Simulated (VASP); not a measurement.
Input of a VASP 6.6.1 run:

File INCAR:

```
PREC = Accurate
ENCUT = 600
EDIFF = 1E-7
ISMEAR = 0
SIGMA = 0.1
LREAL = F
LASPH = T
NELM = 120
ALGO = Normal
ISIF = 3
LWAVE = F
LCHARG = F
GGA = PE
IVDW = 12
IBRION = 2
NSW = 90
EDIFFG = -0.04
GGA_COMPAT = F
NELMIN = 4
```

The input KPOINTS:

```
Automatic mesh
0
Gamma
  6 6 2
```

POSCAR

```
Sr2Sb2O
1.0
    3.6301107000      0.0000000000      0.0000000000
   -1.8150553500      3.1437680900      0.0000000000
    0.0000000000      0.0000000000      8.6305586600
Sr Sb O
2 2 1
Direct
    0.3333333300      0.6666666700      0.9083259500
    0.6666666700      0.3333333300      0.0916740500
    0.6666666700      0.3333333300      0.6663385000
    0.3333333300      0.6666666700      0.3336615000
    0.0000000000      0.0000000000      0.0000000000
```

Potentials or basis: VASP PAW PBE potentials, release 64 (Sr_sv, Sb_d_GW, O).

Command:

```sh
$ cat potpaw_PBE.64/Sr_sv/POTCAR potpaw_PBE.64/Sb_d_GW/POTCAR potpaw_PBE.64/O/POTCAR > POTCAR
$ mpirun -np 1 vasp_std > vasp.out
```

Q: Estimate the band gap on the k mesh.

A: Zero (bands 28 and 29 overlap by 2.56 eV).

Q: What does it give for the relaxed cell?

A: a = 3.620 Å, b = 3.620 Å, c = 11.276 Å, α = 90.00°, β = 90.00°, γ = 120.00°.

Q: Predict the space group after relaxing (to 0.1 Å).

A: P-3m1 (No. 164).

Q: Estimate the relaxed volume.

A: 25.59 Å³/atom.

Forces on the atoms (eV/Å):
```
Sr   0.000  0.000  0.002
Sr   0.000  0.000 -0.002
Sb   0.000  0.000  0.037
Sb   0.000  0.000 -0.037
O    0.000  0.000  0.000
```

Caveat: the k points lie up to 0.33 Å⁻¹ apart in the final cell, too coarse for converged energies and pressures of a metal; the volume moved by over 15 % at a fixed basis, so the end points are rough; spin-orbit coupling is left out, which moves the levels of the heavy elements.
